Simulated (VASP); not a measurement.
# Ti (Im-3m) in VASP: further runs, part 2 of 2

VASP 6.6.1. Earlier steps stand in the parts before.

## Step 4: Relaxation of cell and atoms, PBEsol, target pressure 13 GPa, at which the enthalpy is minimised

This run uses another cell than the first one, of 14.99 Å³/atom, 0.992 times its volume.

Input file INCAR:

```
SYSTEM = Ti
ALGO     = Normal         ! electronic algorithm
EDIFF    = 1E-6           ! SCF threshold, eV
EDIFFG   = -0.005         ! ionic threshold
ENCUT    = 600            ! plane-wave cutoff, eV
GGA      = PS             ! functional
IBRION   = 2              ! ionic algorithm
ISIF     = 3              ! what is computed and relaxed
ISMEAR   = -1             ! smearing method
LASPH    = .TRUE.         ! aspherical terms in the spheres
LCHARG   = .FALSE.        ! write CHGCAR
LREAL    = .FALSE.        ! projectors in reciprocal space
LWAVE    = .FALSE.        ! write WAVECAR
NELM     = 100            ! most SCF steps
NSW      = 32             ! ionic steps
PREC     = Accurate       ! precision mode
PSTRESS  = 130.0        
SIGMA    = 0.05           ! smearing width, eV
```

Input file KPOINTS:

```
k-points
0
G
  17 17 17
  0 0 0
```

Input file POSCAR:

```
Ti
1.0
   -1.5532694640      1.5532694640      1.5532694640
    1.5532694640     -1.5532694640      1.5532694640
    1.5532694640      1.5532694640     -1.5532694640
Ti
1
Direct
    0.0000000000      0.0000000000      0.0000000000
```

Potentials or basis: VASP PAW PBE potentials, release 64 (Ti_sv).

Run with:

```bash
> cat potpaw_PBE.64/Ti_sv/POTCAR > POTCAR
> mpirun -np 1 vasp_std > vasp.out
```

OUTCAR:

```text
SYSTEM = Ti
   EDIFF = 1E-6
   EDIFFG = -0.005
   ENCUT = 600
   GGA = PS
   IBRION = 2
   ISIF = 3
   ISMEAR = -1
   LASPH = .TRUE.
   LREAL = .FALSE.
   NELM = 100
   NSW = 32
   PREC = Accurate
   PSTRESS = 130.0

 ion  position               nearest neighbor table
   1  0.000  0.000  0.000-

  LATTYP: Found a body centered cubic cell.
 ALAT       =     3.1065389280

  Lattice vectors:

 A1 = (  -1.5532694640,   1.5532694640,   1.5532694640)
 A2 = (   1.5532694640,  -1.5532694640,   1.5532694640)
 A3 = (   1.5532694640,   1.5532694640,  -1.5532694640)

Analysis of symmetry for initial positions (statically):
=====================================================================
 Subroutine PRICEL returns:
 Original cell was already a primitive cell.

 Routine SETGRP: Setting up the symmetry group for a
[... 249 lines left out ...]
  energy without entropy =       -8.16913019  energy(sigma->0) =       -8.17671306

 E-fermi :   9.6101     XC(G=0): -12.3689

 val. band max:        9.6038152209   @ k =  -0.2353   0.2941   0.1765
 cond. band min:       9.6150953255   @ k =   0.2353   0.2353   0.0000
 fundamental gap:      0.0112801046
 Fermi energy:         9.6101277926

 k-point     1 :       0.0000    0.0000    0.0000
  band No.  band energies     occupation
      1     -46.4147      2.00000
      2     -22.1364      2.00000
      3     -22.1364      2.00000
      4     -22.1364      2.00000
      5       3.3735      2.00000
      6      10.7179      0.00000
      7      10.7179      0.00000
      8      10.7179      0.00000
      9      12.8463      0.00000
     10      12.8463      0.00000
[... 287 lines left out ...]
 k-point    24 :       0.1765    0.1765    0.0000
  band No.  band energies     occupation
      1     -46.2507      2.00000
      2     -22.8369      2.00000
      3     -22.3621      2.00000
      4     -22.2080      2.00000
      5       6.3316      2.00000
      6       9.4879      1.84024
      7       9.7342      0.15443
      8      12.2918      0.00000
      9      13.2210      0.00000
     10      13.4716      0.00000

 [... further k-points ...]
[... 5 lines left out ...]
  --------------------------------------------------------------------------------------
  -------------------------------------------------------------------------------------
  Total        1.2153748      1.2153748      1.2153748     -0.0000000      0.0000000     -0.0000000
  in kB      130.3350855    130.3350855    130.3350855     -0.0000000      0.0000000     -0.0000000
  external PRESSURE =       0.3350855 kB  Pullay stress =     130.0000000 kB
[... 20 lines left out ...]
  energy  without entropy=       -8.1691301862  energy(sigma->0) =       -8.17671306

  enthalpy is  TOTEN    =        -6.9720457703 eV   P V=        1.2122501579

 reached required accuracy - stopping structural energy minimisation
```

Run time: 38 s. Hardware: 1 thread of AMD EPYC 9R45 (Zen 5), shared host; peak memory 0.14 GiB.

Results:

| Quantity | Value |
| --- | --- |
| Free energy | -8.1843 eV |
| Relaxed volume | 14.94 Å³/atom |
| Relaxed cell | a = 2.687 Å, b = 2.687 Å, c = 2.687 Å, α = 109.47°, β = 109.47°, γ = 109.47° |
| Space group after relaxing (to 0.05 Å) | Im-3m (No. 229) |
| Energy change on relaxing (the enthalpy is what falls) | +4.0 meV/atom |
| Ionic steps | 3 |
| Pressure after relaxing | 13.0 GPa |
| Band gap on the k mesh | zero (band 6 reaches 10.72 eV, above the bottom of band 7 at 8.89 eV) |

Step by step:
| step | energy change (eV) | largest force (eV/Å) | pressure (GPa) | volume (Å³) |
| --- | --- | --- | --- | --- |
| 1 | 0.0000 | 0.0000 | 12.55 | 14.99 |
| 2 | 0.0073 | 0.0000 | 13.42 | 14.90 |
| 3 | 0.0040 | 0.0000 | 13.03 | 14.94 |

Final structure:
```xyz
1
Lattice="-1.5516 1.5516 1.5516 1.5516 -1.5516 1.5516 1.5516 1.5516 -1.5516" Properties=species:S:1:pos:R:3 pbc="T T T"
Ti    0.0000    0.0000    0.0000
```

Caveat: the cell is relaxed towards a set pressure, so the enthalpy falls and the energy may rise; the PAW data sets were made with another functional, which shifts forces and pressure a little.

## Step 5: Overview

| task | cell | cutoff (eV) | gap on the mesh (eV) | pressure (GPa) |
| --- | --- | --- | --- | --- |
| relaxation of cell and atoms | relaxed to 13 GPa from a = 2.698 Å, angles 109.5°, 1 atom | 600 | none | 13.0 |
| single point | a = 2.690 Å, angles 109.5°, 1 atom | 520 | none | 12.5 |
| relaxation of cell and atoms | relaxed to 13 GPa from a = 2.690 Å, angles 109.5°, 1 atom | 600 | none | 13.0 |

Alike in all rows: level PBEsol; potentials or basis VASP PAW PBE potentials, release 64 (Ti_sv); no spin polarisation; k mesh 17 × 17 × 17; smearing fermi-dirac 0.05 eV.

Caveats: the PAW data sets were made with another functional, which shifts forces and pressure a little; the cell is relaxed towards a set pressure, so the enthalpy falls and the energy may rise (some runs).

Absolute energies hang on the potentials; compare differences alone.
